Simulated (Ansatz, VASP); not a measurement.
Pb: VASP beside Ansatz

File INCAR:

```
PREC = Accurate
ENCUT = 520
EDIFF = 1E-6
ISMEAR = -1
SIGMA = 0.05
LREAL = False
LASPH = True
NELM = 100
ALGO = Normal
ISIF = 2
LWAVE = False
LCHARG = False
GGA = CA
NBANDS = 13
```

Contents of KPOINTS:

```
Automatic mesh
0
Gamma
  15 15 15
```

The input POSCAR:

```
Pb
1.0
    0.0000000000      2.1454641812      2.1454641812
    2.1454641812      0.0000000000      2.1454641812
    2.1454641812      2.1454641812      0.0000000000
Pb
1
Direct
    0.0000000000      0.0000000000      0.0000000000
```

Input for Ansatz:

```yaml
crystal:
  lattice:
    - [0.0, 2.1454641812, 2.1454641812]
    - [2.1454641812, 0.0, 2.1454641812]
    - [2.1454641812, 2.1454641812, 0.0]
  atoms:
    - { symbol: Pb, position: [0.0, 0.0, 0.0] }
kpoints:
  mp_grid: { grid: [15, 15, 15] }
scf:
  occupations: { method: fermi_dirac, width: 0.05 }
hamiltonian:
  xc: lda
  pseudopotentials: { kind: all_electron, lapw: { basis_error: 0.001 } }
output:
  forces: true
  stress: true
  eigenvalues: true
  populations: true
```

Change from the starting cell: volume scaled by 0.68, LAPW.

Alike in both runs: task single point; functional LDA; k mesh 15 × 15 × 15; occupations fermi-dirac, width 0.05 eV; no spin polarisation.

|  | VASP | Ansatz |
| --- | --- | --- |
| version | VASP 6.6.1 | Ansatz 0.2.0 |
| potentials or method | VASP PAW LDA potentials, release 64 (Pb_d), cutoff 520 eV | all-electron LAPW, scalar-relativistic |

|  | VASP | Ansatz | Ansatz less VASP |
| --- | --- | --- | --- |
| pressure (GPa) | 52.6 | 52.1 | -0.52 |

LDA's correlation is that of Perdew and Zunger in VASP and of Perdew and Wang (1992) in Ansatz. Both programs put the cell under a high pressure, so it lies far from rest at this level. Ansatz ran all-electron here, and VASP with PAW potentials.

Spin-orbit coupling is off throughout.
